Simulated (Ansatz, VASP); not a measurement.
MgSc2C2 in VASP and in Ansatz

INCAR

```
SYSTEM = MgSc2C2
PREC = Accurate ; ENCUT = 520
EDIFF = 1E-7 ; ISMEAR = 0
SIGMA = 0.1 ; LREAL = .False.
LASPH = .True. ; NELM = 150
ALGO = Normal ; ISIF = 2
LWAVE = .False. ; LCHARG = .False.
ISPIN = 2 ; MAGMOM = 0 0 0 1 1
LORBIT = 11 ; LMAXMIX = 4
GGA = PE ; NBANDS = 28
```

Contents of KPOINTS:

```
regular mesh
0
Gamma
  6 6 6
  0 0 0
```

POSCAR

```
MgSc2C2
1.0
   -2.0155354400      2.5582354300      3.8953533800
    2.0155354400     -2.5582354300      3.8953533800
    2.0155354400      2.5582354300     -3.8953533800
Mg Sc C
1 2 2
Direct
    0.0000000000      0.0000000000      0.0000000000
    0.2982834600      0.7982834600      0.5000000000
    0.7017165400      0.2017165400      0.5000000000
    0.7327898200      0.5000000000      0.2327898200
    0.2672101800      0.5000000000      0.7672101800
```

Input for Ansatz:

```yaml
crystal:
  lattice:
    - [-2.01553544, 2.55823543, 3.89535338]
    - [2.01553544, -2.55823543, 3.89535338]
    - [2.01553544, 2.55823543, -3.89535338]
  atoms:
    - { symbol: Mg, position: [0.0, 0.0, 0.0] }
    - { symbol: Sc, position: [0.29828346, 0.79828346, 0.5] }
    - { symbol: Sc, position: [0.70171654, 0.20171654, 0.5] }
    - { symbol: C, position: [0.73278982, 0.5, 0.23278982], spin: 1.0 }
    - { symbol: C, position: [0.26721018, 0.5, 0.76721018], spin: 1.0 }
basis:
  ecutwfc: 420
kpoints:
  mp_grid: { grid: [6, 6, 6] }
hamiltonian:
  xc: pbe
scf:
  occupations: { method: gaussian, width: 0.1 }
  lower_state_search: "off"
output:
  forces: true
  stress: true
  eigenvalues: true
  populations: true
magnetization:
  spin_polarized: true
```

Change from the starting cell: species swapped into the Tm2GaNi2 type (Immm, No. 71).

Alike in both runs: task single point; functional PBE; k mesh 6 × 6 × 6; occupations gaussian, width 0.1 eV; collinear spin.

|  | VASP | Ansatz |
| --- | --- | --- |
| version | VASP 6.6.1 | Ansatz 0.2.0 |
| potentials or method | VASP PAW PBE potentials, release 64 (Mg, Sc_sv, C), cutoff 520 eV | scalar-relativistic, plane waves, PAW |
| valence electrons in the cell | 32 | 40 |

```csv
,VASP,Ansatz,Ansatz less VASP
gap on the k mesh at the Fermi level (eV),none,none,-
pressure (GPa),-17.5,-17.5,-0.04
"traceless stress, the component that is largest in VASP (GPa)",-12.17,-12.13,+0.046
rms of the force components (eV/Å),0.337,0.338,+0.0014
net moment per atom (μB),0.00,0.00,-0.001
```

Atom by atom the forces differ by 0.001 eV/Å (rms over components). A gap of «none» marks a metal or a gap that the smearing closes. With one functional, cell and mesh, what is left measures potentials, basis and numerics. VASP's potentials hold 32 valence electrons a cell and Ansatz's 40, so a difference there can come from the potentials and not from the codes. Ansatz's warnings: seeded moment not kept.
